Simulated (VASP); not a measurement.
# Be2Se (F-43m) in VASP: notebook

The runs below take Be2Se through single point, relaxation of cell and atoms, with PBE.

Program: VASP 6.6.1. These are calculated values, not measurements. Logs are shortened: lines on timing, memory, paths and dates and some standing lists are left out, and cuts for length are marked.

## Step 1: The cell of the first run

The structure is cubic, space group F-43m (No. 216). The conventional cell has a = 5.559 Å, b = 5.559 Å, c = 5.559 Å, α = 90.00°, β = 90.00°, γ = 90.00°. Within 3.2 Å of Be (site symmetry -43m) lie 4 Be at 2.41 Å and 4 Se at 2.41 Å. Be (site symmetry -43m) has 4 Be at 2.41 Å and 6 Se at 2.78 Å within 3.2 Å. Se (site symmetry -43m) has 10 Be at 2.41 to 2.78 Å within 3.2 Å.

The cell was generated, and may not be a known phase.

## Step 2: Single point, PBE

INCAR

```
SYSTEM = Be2Se
PREC     = Accurate       ! precision mode
ENCUT    = 520            ! plane-wave cutoff, eV
EDIFF    = 1E-6           ! SCF threshold, eV
ISMEAR   = 0              ! smearing method
SIGMA    = 0.01           ! smearing width, eV
LREAL    = .False.        ! projectors in reciprocal space
LASPH    = .True.         ! aspherical terms in the spheres
NELM     = 100            ! most SCF steps
ALGO     = Normal         ! electronic algorithm
ISIF     = 2              ! what is computed and relaxed
LWAVE    = .False.        ! write WAVECAR
LCHARG   = .False.        ! write CHGCAR
GGA      = PE             ! functional
NBANDS   = 12             ! bands
```

KPOINTS

```
regular mesh
0
Gamma
  12 12 12
  0 0 0
```

POSCAR

```
Be2Se
1.0
    0.0000000000      2.7793710408      2.7793710408
    2.7793710408      0.0000000000      2.7793710408
    2.7793710408      2.7793710408      0.0000000000
Be Se
2 1
Direct
    0.2500000000      0.2500000000      0.2500000000
    0.5000000000      0.5000000000      0.5000000000
    0.0000000000      0.0000000000      0.0000000000
```

Potentials or basis: VASP PAW PBE potentials, release 64 (Be, Se).

On the command line:

```console
$ cat potpaw_PBE.64/Be/POTCAR potpaw_PBE.64/Se/POTCAR > POTCAR
$ mpirun -np 1 vasp_std > vasp.out
```

OUTCAR:

```text
SYSTEM = Be2Se
   PREC = Accurate
   ENCUT = 520
   EDIFF = 1E-6
   ISMEAR = 0
   LREAL = .False.
   LASPH = .True.
   NELM = 100
   ISIF = 2
   GGA = PE

 ion  position               nearest neighbor table
   1  0.250  0.250  0.250-   3 2.41   3 2.41   3 2.41   3 2.41
   2  0.500  0.500  0.500-
   3  0.000  0.000  0.000-   1 2.41   1 2.41   1 2.41   1 2.41

  LATTYP: Found a face centered cubic cell.
 ALAT       =     5.5587420816

  Lattice vectors:

 A1 = (   0.0000000000,   2.7793710408,   2.7793710408)
 A2 = (   2.7793710408,   0.0000000000,   2.7793710408)
 A3 = (   2.7793710408,   2.7793710408,   0.0000000000)

Analysis of symmetry for initial positions (statically):
=====================================================================
 Subroutine PRICEL returns:
 Original cell was already a primitive cell.

 Routine SETGRP: Setting up the symmetry group for a
 face centered cubic supercell.

 Subroutine GETGRP returns: Found 24 space group operations
 (whereof 24 operations were pure point group operations)
 out of a pool of 48 trial point group operations.

The static configuration has the point symmetry T_d .

Analysis of symmetry for dynamics (positions and initial velocities):
=====================================================================
 Subroutine PRICEL returns:
 Original cell was already a primitive cell.

 Routine SETGRP: Setting up the symmetry group for a
 face centered cubic supercell.

 Subroutine GETGRP returns: Found 24 space group operations
 (whereof 24 operations were pure point group operations)
 out of a pool of 48 trial point group operations.

The dynamic configuration has the point symmetry T_d .

 Subroutine INISYM returns: Found 24 space group operations
 (whereof 24 operations are pure point group operations),
 and found     1 'primitive' translations

----------------------------------------------------------------------------------------

                                     Primitive cell

  volume of cell :      42.9407

  direct lattice vectors                    reciprocal lattice vectors
     0.000000000  2.779371041  2.779371041    -0.179896816  0.179896816  0.179896816
     2.779371041  0.000000000  2.779371041     0.179896816 -0.179896816  0.179896816
     2.779371041  2.779371041  0.000000000     0.179896816  0.179896816 -0.179896816

  length of vectors
     3.930624221  3.930624221  3.930624221     0.311590425  0.311590425  0.311590425

  position of ions in fractional coordinates (direct lattice)
     0.250000000  0.250000000  0.250000000
     0.500000000  0.500000000  0.500000000
[... 94 lines left out ...]
   ISMEAR =     0;   SIGMA  =   0.01  broadening in eV -4-tet -1-fermi 0-gaus
   EFERMI_NEDOS =   21; number of points for ismear=-14 and -15
   IALGO  =     38    algorithm
   IMIX   =      4    mixing-type and parameters
     AMIX     =   0.40;   BMIX     =  1.00
     AMIX_MAG =   1.60;   BMIX_MAG =  1.00
  volume/ion in A,a.u.               =      14.31        96.59
  Fermi-wavevector in a.u.,A,eV,Ry     =   1.007206  1.903343 13.802620  1.014464
  Thomas-Fermi vector in A             =   2.139996
   LORBIT       =      0    0 simple, 1 ext, 2 COOP (PROOUT), +10 PAW based schemes
   GGA     = PE    functional components
   LHFCALC =     F    Hartree Fock is set to
   AEXX    =    0.0000 exact exchange contribution
   IVDW    =     0    specifies the selected vdW correction
   LEPSILON=     F    determine dielectric tensor
   LRPA    =     F    only Hartree local field effects (RPA)
 non-spin polarized calculation
 Gauss-broadening in eV      SIGMA  =   0.01
  energy-cutoff  :      520.00
  volume of cell :       42.94
 maximum number of plane-waves:      1185
 NGX is ok and might be reduce to    30
   NGX = 15   NGY = 15   NGZ = 15

 number of electron      10.0000000 magnetization

 number of electron       9.9999999 magnetization

 Free energy of the ion-electron system (eV)
  ---------------------------------------------------
  ext. energy  EPLUGINS =         0.00000000
  ---------------------------------------------------
  free energy    TOTEN  =        -9.45169698 eV

  energy without entropy =       -9.45161432  energy(sigma->0) =       -9.45165565

 E-fermi :   5.9642     XC(G=0):  -9.8598

 val. band max:        5.9112134975   @ k =  -0.4167   0.1667   0.0833
 cond. band min:       5.9707498914   @ k =  -0.3333   0.3333   0.1667
 fundamental gap:      0.0595363939
 Fermi energy:         5.9641565458

 k-point     1 :       0.0000    0.0000    0.0000
  band No.  band energies     occupation
      1      -9.9707      2.00000
      2       2.5520      2.00000
      3       2.5520      2.00000
      4       2.5520      2.00000
      5       3.6332      2.00000
      6       6.8618      0.00000
      7       6.8618      0.00000
      8       6.8618      0.00000
      9      10.8399      0.00000
     10      10.8399      0.00000
     11      10.8399      0.00000
     12      12.9119      0.00000
[... 331 lines left out ...]
 k-point    24 :      -0.4167    0.1667    0.0000
  band No.  band energies     occupation
      1      -8.8862      2.00000
      2      -2.2838      2.00000
      3       0.4383      2.00000
      4       1.5271      2.00000
      5       5.1130      2.00000
      6       6.8273      0.00000
      7       6.9371      0.00000
      8       9.8363      0.00000
      9      12.1226      0.00000
     10      12.4301      0.00000
     11      12.9738      0.00000
     12      15.1844      0.00000

 [... further k-points ...]

------------------------ aborting loop because EDIFF is reached ----------------------------------------

  FORCE on cell =-STRESS in cart. coord.  units (eV):
  Direction    XX          YY          ZZ          XY          YZ          ZX
  --------------------------------------------------------------------------------------
  -------------------------------------------------------------------------------------
  Total        0.0179247      0.0179247      0.0179247      0.0000000     -0.0000000      0.0000000
  in kB        0.6687946      0.6687946      0.6687946      0.0000000     -0.0000000      0.0000000
  external PRESSURE =       0.6687946 kB  Pullay stress =       0.0000000 kB

 VOLUME and BASIS-vectors are now :
 -----------------------------------------------------------------------------
  energy-cutoff  :      520.00
  volume of cell :       42.94
      direct lattice vectors                 reciprocal lattice vectors
     0.000000000  2.779371041  2.779371041    -0.179896816  0.179896816  0.179896816
     2.779371041  0.000000000  2.779371041     0.179896816 -0.179896816  0.179896816
     2.779371041  2.779371041  0.000000000     0.179896816  0.179896816 -0.179896816

 POSITION                                       TOTAL-FORCE (eV/Angst)
 -----------------------------------------------------------------------------------
      1.38969      1.38969      1.38969         0.000000      0.000000      0.000000
      2.77937      2.77937      2.77937         0.000000      0.000000      0.000000
      0.00000      0.00000      0.00000        -0.000000     -0.000000     -0.000000
 -----------------------------------------------------------------------------------
    total drift:                               -0.000000     -0.000000     -0.000000

  FREE ENERGIE OF THE ION-ELECTRON SYSTEM (eV)
  ---------------------------------------------------
  free  energy   TOTEN  =        -9.4516969765 eV

  energy  without entropy=       -9.4516143186  energy(sigma->0) =       -9.45165565
```

Wall time 24 s (1 thread of Intel Xeon 6975P-C (Granite Rapids), shared host); peak memory 0.19 GiB.

Results:

| Item | Value |
| --- | --- |
| Free energy | -9.4517 eV |
| Pressure | 0.1 GPa |
| Band gap on the k mesh | zero (bands 5 and 6 overlap by 0.22 eV) |

Levels at points of the mesh, in eV from the Fermi level:
```
           k point  band 3  band 4  band 5  band 6  band 7  band 8
(0.00, 0.00, 0.00)   -3.41   -3.41   -2.33    0.90    0.90    0.90
(0.50, 0.00, 0.00)   -4.03   -4.03   -1.21    0.11    0.11    3.07
(0.50, 0.50, 0.00)   -5.76   -5.76   -3.19    0.57    4.94    4.94
```

Caveat: semilocal functionals underestimate gaps, and a narrow one can read as zero.

## Step 3: Single point, PBE

INCAR

```
ALGO = Normal
EDIFF = 1E-7
ENCUT = 520
GGA = PE
ISIF = 2
ISMEAR = 0
LASPH = T
LCHARG = T
LELF = T
LREAL = F
LVHAR = T
LWAVE = F
NBANDS = 12
NELM = 60
PREC = Accurate
SIGMA = 0.1
```

KPOINTS

```
k-points
0
Gamma
  14 14 14
```

POSCAR is that of step 2.

Potentials or basis: VASP PAW PBE potentials, release 64 (Be, Se).

On the command line:

```console
$ cat potpaw_PBE.64/Be/POTCAR potpaw_PBE.64/Se/POTCAR > POTCAR
$ mpirun -np 1 vasp_std > vasp.out
```

Wall time 32 s (1 thread of Intel Xeon 6975P-C (Granite Rapids), shared host); peak memory 0.2 GiB.

Results (log left out):

```
Free energy            : -9.4571 eV
Pressure               : 0.1 GPa
Band gap on the k mesh : zero (bands 5 and 6 overlap by 0.16 eV)
```

Levels at points of the mesh, in eV from the Fermi level:
```
           k point  band 3  band 4  band 5  band 6  band 7  band 8
(0.00, 0.00, 0.00)   -3.36   -3.36   -2.28    0.95    0.95    0.95
(0.50, 0.00, 0.00)   -3.98   -3.98   -1.16    0.16    0.16    3.12
(0.50, 0.50, 0.00)   -5.71   -5.71   -3.14    0.63    4.99    4.99
```

Caveat: semilocal functionals underestimate gaps, and a narrow one can read as zero.

## Step 4: Relaxation of cell and atoms, PBE

This run uses another cell than the first one, of 14.11 Å³/atom.

INCAR

```
ALGO = Normal ; EDIFF = 1E-6
EDIFFG = -0.01 ; ENCUT = 600
GGA = PE ; IBRION = 2
ISIF = 3 ; ISMEAR = 0
LASPH = T ; LCHARG = F
LREAL = F ; LWAVE = F
NELM = 60 ; NSW = 100
PREC = Accurate ; SIGMA = 0.01
```

KPOINTS

```
k-points
0
Gamma
  12 12 12
```

POSCAR

```
Be2Se
1.0
    0.0000000000      2.7662803145      2.7662803145
    2.7662803145      0.0000000000      2.7662803145
    2.7662803145      2.7662803145      0.0000000000
Be Se
2 1
Direct
    0.2500000000      0.2500000000      0.2500000000
    0.5000000000      0.5000000000      0.5000000000
    0.0000000000      0.0000000000      0.0000000000
```

On the command line:

```console
$ cat potpaw_PBE.64/Be/POTCAR potpaw_PBE.64/Se/POTCAR > POTCAR
$ mpirun -np 1 vasp_std > vasp.out
```

Run time: 28 s. Hardware: 1 thread of Intel Xeon 6975P-C (Granite Rapids), shared host; peak memory 0.21 GiB.

The run converged. Its results:

- Free energy: -9.4518 eV
- Relaxed volume: 14.33 Å³/atom
- Relaxed cell: a = 3.932 Å, b = 3.932 Å, c = 3.932 Å, α = 60.00°, β = 60.00°, γ = 60.00°
- Space group after relaxing (to 0.1 Å): F-43m (No. 216)
- Energy gained by relaxing: 0.6 meV/atom
- Ionic steps: 3
- Pressure after relaxing: 0.0 GPa
- Band gap on the k mesh: zero (bands 5 and 6 overlap by 0.22 eV)

Step by step:
```
step  energy change (eV)  largest force (eV/Å)  pressure (GPa)  volume (Å³)
   1              0.0000                0.0000            0.96        42.34
   2             -0.0019                0.0000            0.18        42.86
   3             -0.0019                0.0000            0.01        42.98
```

Final structure:
```
CELL_PARAMETERS angstrom
0.00000 2.78029 2.78029
2.78029 0.00000 2.78029
2.78029 2.78029 0.00000
ATOMIC_POSITIONS crystal
Be 0.25000 0.25000 0.25000
Be 0.50000 0.50000 0.50000
Se 0.00000 0.00000 0.00000
```

Levels at points of the mesh, in eV from the Fermi level:
```
           k point  band 3  band 4  band 5  band 6  band 7  band 8
(0.00, 0.00, 0.00)   -3.41   -3.41   -2.34    0.90    0.90    0.90
(0.50, 0.00, 0.00)   -4.03   -4.03   -1.21    0.11    0.11    3.06
(0.50, 0.50, 0.00)   -5.76   -5.76   -3.19    0.58    4.94    4.94
```

Caveat: semilocal functionals underestimate gaps, and a narrow one can read as zero.

## Step 5: Relaxation of cell and atoms, PBE

INCAR

```
PREC = Accurate ; ENCUT = 600
EDIFF = 1E-6 ; ISMEAR = 0
SIGMA = 0.1 ; LREAL = False
LASPH = True ; NELM = 80
ALGO = Normal ; ISIF = 3
LWAVE = False ; LCHARG = False
GGA = PE ; IBRION = 2
NSW = 100 ; EDIFFG = -0.01
```

KPOINTS

```
regular mesh
0
Gamma
  14 14 14
```

POSCAR

```
Be2Se
1.0
    0.0000000000      2.7793710408      2.7793710408
    2.7793710408      0.0000000000      2.7793710408
    2.7793710408      2.7793710408      0.0000000000
Be Se
2 1
Direct
    0.2500000000      0.2500000000      0.2500000000
    0.5000000000      0.5000000000      0.5000000000
    0.0000000000      0.0000000000      0.0000000000
```

On the command line:

```console
$ cat potpaw_PBE.64/Be/POTCAR potpaw_PBE.64/Se/POTCAR > POTCAR
$ mpirun -np 1 vasp_std > vasp.out
```

It took 22 s on 1 thread of Intel Xeon 6975P-C (Granite Rapids), shared host; peak memory 0.21 GiB.

It converged, with:

```yaml
Free_energy: -9.4572 eV
Pressure_after_relaxing: 0.1 GPa
Band_gap_on_the_k_mesh: zero (bands 5 and 6 overlap by 0.16 eV)
```

Final structure:
```cif
data_structure
_symmetry_space_group_name_H-M 'P 1'
_symmetry_Int_Tables_number 1
_cell_length_a 3.9306
_cell_length_b 3.9306
_cell_length_c 3.9306
_cell_angle_alpha 60.000
_cell_angle_beta 60.000
_cell_angle_gamma 60.000
_cell_volume 42.94
loop_
_atom_site_label
_atom_site_type_symbol
_atom_site_fract_x
_atom_site_fract_y
_atom_site_fract_z
_atom_site_occupancy
Be1 Be 0.25000 0.25000 0.25000 1
Be2 Be 0.50000 0.50000 0.50000 1
Se1 Se 0.00000 0.00000 0.00000 1
```

Levels at points of the mesh, in eV from the Fermi level:
| k point | band 2 | band 3 | band 4 | band 5 | band 6 | band 7 | band 8 | band 9 |
| --- | --- | --- | --- | --- | --- | --- | --- | --- |
| (0.00, 0.00, 0.00) | -3.36 | -3.36 | -3.36 | -2.28 | 0.95 | 0.95 | 0.95 | 4.93 |
| (0.50, 0.00, 0.00) | -8.48 | -3.98 | -3.98 | -1.16 | 0.16 | 0.16 | 3.12 | 7.43 |
| (0.50, 0.50, 0.00) | -7.87 | -5.71 | -5.71 | -3.14 | 0.63 | 4.99 | 4.99 | 6.51 |

Caveat: the relaxation stopped at its first step, so nothing moved; semilocal functionals underestimate gaps, and a narrow one can read as zero.

## Step 6: The runs side by side

```csv
task,cell,k mesh,cutoff (eV),smearing,gap on the mesh (eV),pressure (GPa)
single point,"a = 3.931 Å, angles 60.0°, 3 atoms",12 × 12 × 12,520,gaussian 0.01 eV,none,0.1
single point,"a = 3.931 Å, angles 60.0°, 3 atoms",14 × 14 × 14,520,gaussian 0.1 eV,none,0.1
relaxation of cell and atoms,"relaxed from a = 3.912 Å, angles 60.0°, 3 atoms",12 × 12 × 12,600,gaussian 0.01 eV,none,0.0
relaxation of cell and atoms,"relaxed from a = 3.931 Å, angles 60.0°, 3 atoms",14 × 14 × 14,600,gaussian 0.1 eV,none,0.1
```

Alike in all rows: level PBE; potentials or basis VASP PAW PBE potentials, release 64 (Be, Se); no spin polarisation.

Caveats: semilocal functionals underestimate gaps, and a narrow one can read as zero; the relaxation stopped at its first step, so nothing moved (at least some runs).

Absolute energies hang on the potentials; compare differences alone.

The gap in the log of VASP goes by the Fermi energy; the results here count the filled bands.